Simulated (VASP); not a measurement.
# Tl (Im-3m) in VASP: single point with PBEsol

Aim: the single point of Tl with PBEsol.

Everything below comes from runs of VASP 6.6.1. Logs are shortened: lines on timing, memory, paths and dates and some standing lists are left out, and cuts for length are marked.

## (1) The cell of the first run

Symmetry: Im-3m, No. 229, cubic system. The conventional cell has a = 3.571 Å, b = 3.571 Å, c = 3.571 Å, α = 90.00°, β = 90.00°, γ = 90.00°. Within 4.1 Å of Tl (site symmetry m-3m) lie 14 Tl at 3.09 to 3.57 Å.

## (2) Single point, PBEsol (strain -0.080 along x and y, -0.080 along z)

Input file INCAR:

```
SYSTEM = Tl
  PREC = Accurate
  ENCUT = 520
  EDIFF = 1E-6
  ISMEAR = 0
  SIGMA = 0.15
  LREAL = .False.
  LASPH = .True.
  NELM = 80
  ALGO = Normal
  ISIF = 2
  LWAVE = .False.
  LCHARG = .False.
  GGA = PS
  NBANDS = 12
```

Input file KPOINTS:

```
Automatic mesh
0
Gamma
  18 18 18
  0 0 0
```

Input file POSCAR:

```
Tl
1.0
   -1.7857200000      1.7857200000      1.7857200000
    1.7857200000     -1.7857200000      1.7857200000
    1.7857200000      1.7857200000     -1.7857200000
Tl
1
Direct
    0.0000000000      0.0000000000      0.0000000000
```

Potentials or basis: VASP PAW PBE potentials, release 64 (Tl_d).

Started as:

```bash
$ cat potpaw_PBE.64/Tl_d/POTCAR > POTCAR
$ mpirun -np 1 vasp_std > vasp.out
```

OUTCAR:

```text
SYSTEM = Tl
   PREC = Accurate
   ENCUT = 520
   EDIFF = 1E-6
   ISMEAR = 0
   LREAL = .False.
   LASPH = .True.
   NELM = 80
   ISIF = 2
   GGA = PS

 ion  position               nearest neighbor table
   1  0.000  0.000  0.000-

  LATTYP: Found a body centered cubic cell.
 ALAT       =     3.5714400000

  Lattice vectors:

 A1 = (  -1.7857200000,   1.7857200000,   1.7857200000)
 A2 = (   1.7857200000,  -1.7857200000,   1.7857200000)
 A3 = (   1.7857200000,   1.7857200000,  -1.7857200000)

Analysis of symmetry for initial positions (statically):
=====================================================================
 Subroutine PRICEL returns:
 Original cell was already a primitive cell.

 Routine SETGRP: Setting up the symmetry group for a
 body centered cubic supercell.

 Subroutine GETGRP returns: Found 48 space group operations
 (whereof 48 operations were pure point group operations)
 out of a pool of 48 trial point group operations.

The static configuration has the point symmetry O_h .

Analysis of symmetry for dynamics (positions and initial velocities):
=====================================================================
 Subroutine PRICEL returns:
 Original cell was already a primitive cell.

 Routine SETGRP: Setting up the symmetry group for a
 body centered cubic supercell.

 Subroutine GETGRP returns: Found 48 space group operations
 (whereof 48 operations were pure point group operations)
 out of a pool of 48 trial point group operations.

The dynamic configuration has the point symmetry O_h .

 Subroutine INISYM returns: Found 48 space group operations
 (whereof 48 operations are pure point group operations),
 and found     1 'primitive' translations

----------------------------------------------------------------------------------------

                                     Primitive cell

  volume of cell :      22.7772

  direct lattice vectors                    reciprocal lattice vectors
    -1.785720000  1.785720000  1.785720000     0.000000000  0.279999104  0.279999104
     1.785720000 -1.785720000  1.785720000     0.279999104  0.000000000  0.279999104
     1.785720000  1.785720000 -1.785720000     0.279999104  0.279999104  0.000000000

  length of vectors
     3.092957768  3.092957768  3.092957768     0.395978530  0.395978530  0.395978530

  position of ions in fractional coordinates (direct lattice)
     0.000000000  0.000000000  0.000000000

  ion indices of the primitive-cell ions
[... 75 lines left out ...]
   LREAL  =      F    real-space projection
   EDIFFG = 0.1E-04   stopping-criterion for IOM
   NSW    =      0    number of steps for IOM
   IBRION =     -1    ionic relax: 0-MD 1-quasi-New 2-CG
   NFREE  =      0    steps in history (QN), initial steepest desc. (CG)
   ISIF   =      2    stress and relaxation
   ISYM   =      2    0-nonsym 1-usesym 2-fastsym
   POTIM  = 0.5000    time-step for ionic-motion
   TEBEG  =    0.0;   TEEND  =   0.0 temperature during run
   PSTRESS=    0.0 pullay stress
   NELECT =      13.0000    total number of electrons
   NUPDOWN=      -1.0000    fix difference up-down
   EMIN   =  10.00;   EMAX   =-10.00  energy-range for DOS
   EFERMI =   0.00;   METHOD = LEGACY
   ISMEAR =     0;   SIGMA  =   0.15  broadening in eV -4-tet -1-fermi 0-gaus
   EFERMI_NEDOS =   21; number of points for ismear=-14 and -15
   IALGO  =     38    algorithm
   IMIX   =      4    mixing-type and parameters
     AMIX     =   0.40;   BMIX     =  1.00
     AMIX_MAG =   1.60;   BMIX_MAG =  1.00
  volume/ion in A,a.u.               =      22.78       153.71
  Fermi-wavevector in a.u.,A,eV,Ry     =   1.357967  2.566186 25.090160  1.844075
  Thomas-Fermi vector in A             =   2.484841
   LORBIT       =      0    0 simple, 1 ext, 2 COOP (PROOUT), +10 PAW based schemes
   GGA     = PS    functional components
   LHFCALC =     F    Hartree Fock is set to
   AEXX    =    0.0000 exact exchange contribution
   IVDW    =     0    specifies the selected vdW correction
   LEPSILON=     F    determine dielectric tensor
   LRPA    =     F    only Hartree local field effects (RPA)
 non-spin polarized calculation
 Gauss-broadening in eV      SIGMA  =   0.15
  energy-cutoff  :      520.00
  volume of cell :       22.78
 maximum number of plane-waves:       632
   NGX = 11   NGY = 11   NGZ = 11

 number of electron      12.9999995 magnetization

 Free energy of the ion-electron system (eV)
  ---------------------------------------------------
  ext. energy  EPLUGINS =         0.00000000
  ---------------------------------------------------
  free energy    TOTEN  =        -2.41267227 eV

  energy without entropy =       -2.40928263  energy(sigma->0) =       -2.41097745

 E-fermi :   9.1263     XC(G=0): -11.5564

 val. band max:        9.0923381979   @ k =   0.2778   0.2778   0.1667
 cond. band min:       9.1359633942   @ k =  -0.3889   0.3889   0.1667
 fundamental gap:      0.0436251963
 Fermi energy:         9.1263489999

 k-point     1 :       0.0000    0.0000    0.0000
  band No.  band energies     occupation
      1      -2.9915      2.00000
      2      -2.9915      2.00000
      3      -2.9915      2.00000
      4      -2.7505      2.00000
      5      -2.2584      2.00000
      6      -2.2584      2.00000
      7      21.8445      0.00000
      8      21.8445      0.00000
      9      21.8445      0.00000
     10      22.6661      0.00000
     11      22.6661      0.00000
     12      22.6661      0.00000
[... 331 lines left out ...]
 k-point    24 :       0.3889    0.1111   -0.0000
  band No.  band energies     occupation
      1      -3.3402      2.00000
      2      -3.2408      2.00000
      3      -2.3281      2.00000
      4      -2.2840      2.00000
      5      -1.8981      2.00000
      6       3.4244      2.00000
      7       6.8537      2.00000
      8      14.3249      0.00000
      9      16.7042      0.00000
     10      22.0123      0.00000
     11      23.8734      0.00000
     12      25.9659      0.00000

 [... further k-points ...]
[... 5 lines left out ...]
  --------------------------------------------------------------------------------------
  -------------------------------------------------------------------------------------
  Total        2.1715339      2.1715339      2.1715339     -0.0000000     -0.0000000      0.0000000
  in kB      152.7485566    152.7485566    152.7485566     -0.0000000     -0.0000000      0.0000000
  external PRESSURE =     152.7485566 kB  Pullay stress =       0.0000000 kB

 VOLUME and BASIS-vectors are now :
 -----------------------------------------------------------------------------
  energy-cutoff  :      520.00
  volume of cell :       22.78
      direct lattice vectors                 reciprocal lattice vectors
    -1.785720000  1.785720000  1.785720000     0.000000000  0.279999104  0.279999104
     1.785720000 -1.785720000  1.785720000     0.279999104  0.000000000  0.279999104
     1.785720000  1.785720000 -1.785720000     0.279999104  0.279999104  0.000000000

 POSITION                                       TOTAL-FORCE (eV/Angst)
 -----------------------------------------------------------------------------------
      0.00000      0.00000      0.00000        -0.000000     -0.000000      0.000000
 -----------------------------------------------------------------------------------
    total drift:                                0.000000      0.000000      0.000000

  FREE ENERGIE OF THE ION-ELECTRON SYSTEM (eV)
  ---------------------------------------------------
  free  energy   TOTEN  =        -2.4126722733 eV

  energy  without entropy=       -2.4092826337  energy(sigma->0) =       -2.41097745
```

It took 9.2 s on 1 thread of Intel Xeon 6975P-C (Granite Rapids), shared host; peak memory 0.17 GiB.

Results:

```
Free energy : -2.4127 eV
Pressure    : 15.3 GPa
```

Levels at points of the mesh, in eV from the Fermi level:
```tsv
k point	band 4	band 5	band 6	band 7	band 8	band 9
(0.00, 0.00, 0.00)	-11.88	-11.38	-11.38	12.72	12.72	12.72
(0.50, 0.00, 0.00)	-11.37	-10.88	-4.81	-3.82	6.85	7.76
(0.50, 0.50, 0.50)	-11.01	-11.01	-0.09	1.33	1.33	1.33
```

Caveat: the cell differs from its parent crystal (strain -0.080 along x and y, -0.080 along z); the PAW data sets were made with another functional, which shifts forces and pressure a little; spin-orbit coupling is left out, which moves the levels of the heavy elements.
